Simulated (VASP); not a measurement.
# K (Im-3m) in VASP: settings compared, part 2 of 2

VASP 6.6.1. The steps go on from the part before.

### 4 Single point, PBEsol (volume scaled by 0.96)

INCAR reads:

```
ALGO = Normal ; EDIFF = 1E-6
ENCUT = 500 ; GGA = PS
GGA_COMPAT = F ; ISIF = 2
ISMEAR = -1 ; LASPH = T
LCHARG = F ; LREAL = F
LWAVE = F ; NBANDS = 10
NELM = 120 ; PREC = Accurate
SIGMA = 0.05
```

KPOINTS reads:

```
k-points
0
Gamma
  10 10 10
```

POSCAR reads:

```
K
1.0
   -2.6611005540      2.6611005540      2.6611005540
    2.6611005540     -2.6611005540      2.6611005540
    2.6611005540      2.6611005540     -2.6611005540
K
1
Direct
    0.0000000000      0.0000000000      0.0000000000
```

Potentials or basis: VASP PAW PBE potentials, release 64 (K_sv).

Command:

```sh
$ cat potpaw_PBE.64/K_sv/POTCAR > POTCAR
$ mpirun -np 1 vasp_std > vasp.out
```

OUTCAR:

```text
EDIFF = 1E-6
   ENCUT = 500
   GGA = PS
   ISIF = 2
   ISMEAR = -1
   LASPH = T
   LREAL = F
   NELM = 120
   PREC = Accurate

 ion  position               nearest neighbor table
   1  0.000  0.000  0.000-

  LATTYP: Found a body centered cubic cell.
 ALAT       =     5.3222011080

  Lattice vectors:

 A1 = (  -2.6611005540,   2.6611005540,   2.6611005540)
 A2 = (   2.6611005540,  -2.6611005540,   2.6611005540)
 A3 = (   2.6611005540,   2.6611005540,  -2.6611005540)

[... 480 lines left out ...]
      1     -32.2257      2.00000
      2     -15.7801      2.00000
      3     -15.7558      2.00000
      4     -15.7443      2.00000
      5      -1.1782      2.00000
      6       2.2865      0.00000
      7       3.2367      0.00000
      8       4.1100      0.00000
      9       4.9001      0.00000
     10       5.3253      0.00000

 [... further k-points ...]
[... 5 lines left out ...]
  --------------------------------------------------------------------------------------
  -------------------------------------------------------------------------------------
  Total       -0.0976656     -0.0976656     -0.0976656     -0.0000000     -0.0000000     -0.0000000
  in kB       -2.0759098     -2.0759098     -2.0759098     -0.0000000     -0.0000000     -0.0000000
  external PRESSURE =      -2.0759098 kB  Pullay stress =       0.0000000 kB

 VOLUME and BASIS-vectors are now :
 -----------------------------------------------------------------------------
  energy-cutoff  :      500.00
  volume of cell :       75.38
      direct lattice vectors                 reciprocal lattice vectors
    -2.661100554  2.661100554  2.661100554     0.000000000  0.187892186  0.187892186
     2.661100554 -2.661100554  2.661100554     0.187892186  0.000000000  0.187892186
     2.661100554  2.661100554 -2.661100554     0.187892186  0.187892186  0.000000000

 POSITION                                       TOTAL-FORCE (eV/Angst)
 -----------------------------------------------------------------------------------
      0.00000      0.00000      0.00000        -0.000000      0.000000     -0.000000
 -----------------------------------------------------------------------------------
    total drift:                               -0.000000      0.000000      0.000000

  FREE ENERGIE OF THE ION-ELECTRON SYSTEM (eV)
  ---------------------------------------------------
  free  energy   TOTEN  =        -1.1315407300 eV

  energy  without entropy=       -1.1235166814  energy(sigma->0) =       -1.12752871
```

stdout:

```text
POSCAR found type information on POSCAR K
 POSCAR found :  1 types and       1 ions
 scaLAPACK will be used
 -----------------------------------------------------------------------------
|                                                                             |
|                                                                             |
|     You enforced a specific xc type in the INCAR file but a different       |
|     I HOPE YOU KNOW WHAT YOU ARE DOING!                                     |
|                                                                             |
 -----------------------------------------------------------------------------

 LDA part: xc-table for (Slater+PW92), standard interpolation
 POSCAR, INCAR and KPOINTS ok, starting setup
 FFT: planning ... GRIDC
 FFT: planning ... GRID_SOFT
 FFT: planning ... GRID
 WAVECAR not read
 entering main loop
```

It took 13 s on 1 thread of Intel Xeon 6975P-C (Granite Rapids), shared host; peak memory 0.2 GiB.

Results:

```yaml
Free_energy: -1.1315 eV
Pressure: -0.2 GPa
```

Levels at points of the mesh, in eV from the Fermi level:
| k point | band 1 | band 2 | band 3 | band 4 | band 5 | band 6 | band 7 | band 8 | band 9 | band 10 |
| --- | --- | --- | --- | --- | --- | --- | --- | --- | --- | --- |
| (0.00, 0.00, 0.00) | -32.01 | -15.52 | -15.52 | -15.52 | -2.12 | 4.27 | 4.27 | 4.27 | 5.18 | 5.18 |
| (0.50, 0.00, 0.00) | -32.00 | -15.58 | -15.54 | -15.52 | 0.45 | 0.68 | 3.16 | 4.82 | 5.70 | 5.86 |
| (0.50, 0.50, 0.50) | -32.00 | -15.56 | -15.56 | -15.56 | 1.69 | 1.69 | 3.41 | 3.41 | 3.41 | 5.39 |

Caveat: the PAW data sets were made with another functional, which shifts forces and pressure a little.

### 5 Single point, PBEsol (volume scaled by 0.98)

INCAR reads:

```
ALGO     = Normal         # electronic algorithm
EDIFF    = 1E-6           # SCF threshold, eV
ENCUT    = 500            # plane-wave cutoff, eV
GGA      = PS             # functional
GGA_COMPAT= F            
ISIF     = 2              # what is computed and relaxed
ISMEAR   = -1             # smearing method
LASPH    = T              # aspherical terms in the spheres
LCHARG   = T              # write CHGCAR
LELF     = T              # ELF
LREAL    = F              # projectors in reciprocal space
LVHAR    = T            
LWAVE    = F              # write WAVECAR
NBANDS   = 10             # bands
NELM     = 120            # most SCF steps
PREC     = Accurate       # precision mode
SIGMA    = 0.05           # smearing width, eV
```

KPOINTS is that of step 4.

POSCAR reads:

```
K
1.0
   -2.6794535516      2.6794535516      2.6794535516
    2.6794535516     -2.6794535516      2.6794535516
    2.6794535516      2.6794535516     -2.6794535516
K
1
Direct
    0.0000000000      0.0000000000      0.0000000000
```

Command:

```sh
$ cat potpaw_PBE.64/K_sv/POTCAR > POTCAR
$ mpirun -np 1 vasp_std > vasp.out
```

It took 12 s on 1 thread of Intel Xeon 6975P-C (Granite Rapids), shared host; peak memory 0.2 GiB.

Results (log left out):

| Property | Result |
| --- | --- |
| Free energy | -1.1293 eV |
| Pressure | -0.3 GPa |

Levels at points of the mesh, in eV from the Fermi level:
| k point | band 2 | band 3 | band 4 | band 5 | band 6 | band 7 | band 8 | band 9 |
| --- | --- | --- | --- | --- | --- | --- | --- | --- |
| (0.00, 0.00, 0.00) | -15.53 | -15.53 | -15.53 | -2.09 | 4.25 | 4.25 | 4.25 | 5.14 |
| (0.50, 0.00, 0.00) | -15.59 | -15.55 | -15.53 | 0.45 | 0.67 | 3.15 | 4.78 | 5.66 |
| (0.50, 0.50, 0.50) | -15.58 | -15.58 | -15.58 | 1.70 | 1.70 | 3.35 | 3.35 | 3.35 |

Caveat: the PAW data sets were made with another functional, which shifts forces and pressure a little.

### 6 The runs side by side

```tsv
level	cell	cutoff (eV)	gap on the mesh (eV)	pressure (GPa)
PBE	a = 4.609 Å, angles 109.5°, 1 atom	520	none	-0.1
PBEsol	a = 4.672 Å, angles 109.5°, 1 atom	520	none	-0.3
PBEsol	a = 4.609 Å, angles 109.5°, 1 atom	500	none	-0.2
PBEsol	a = 4.641 Å, angles 109.5°, 1 atom	500	none	-0.3
```

Alike in all rows: task single point; potentials or basis VASP PAW PBE potentials, release 64 (K_sv); no spin polarisation; k mesh 10 × 10 × 10; smearing fermi-dirac 0.05 eV.

Caveats: the PAW data sets were made with another functional, which shifts forces and pressure a little (some runs).

Absolute energies hang on the potentials; compare differences alone.
